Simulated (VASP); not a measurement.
Here is a VASP 6.6.1 calculation.

File INCAR:

```
SYSTEM = Cs
ALGO = Normal
EDIFF = 1E-6
ENCUT = 520
GGA = PE
GGA_COMPAT = .FALSE.
ISIF = 2
ISMEAR = 0
LASPH = .TRUE.
LCHARG = .FALSE.
LORBIT = 11
LORBMOM = .TRUE.
LREAL = .FALSE.
LSORBIT = .TRUE.
LWAVE = .FALSE.
MAGMOM = 0 0 0
NBANDS = 20
NELM = 150
PREC = Accurate
SIGMA = 0.117
```

Contents of KPOINTS:

```
k-points
0
G
  8 8 8
  0 0 0
```

The input POSCAR:

```
Cs
1.0
   -2.3369030356      2.3369030356      2.3264373840
    2.3369030356     -2.3369030356      2.3264373840
    2.3369030356      2.3369030356     -2.3264373840
Cs
1
Direct
    0.0000000000      0.0000000000      0.0000000000
```

Potentials or basis: VASP PAW PBE potentials, release 64 (Cs_sv).

The run is started by

```bash
$ cat potpaw_PBE.64/Cs_sv/POTCAR > POTCAR
$ mpirun -np 1 vasp_ncl > vasp.out
```

Problem. What does it give for the net moment?

Solution. 0.00 μB per cell.

Problem. Estimate the pressure.

Solution. 5.0 GPa.

Moments on the atoms (μB; x, y, z):
```
Cs  0.00 0.00 0.00
```

Caveat: the cell stands under pressure.
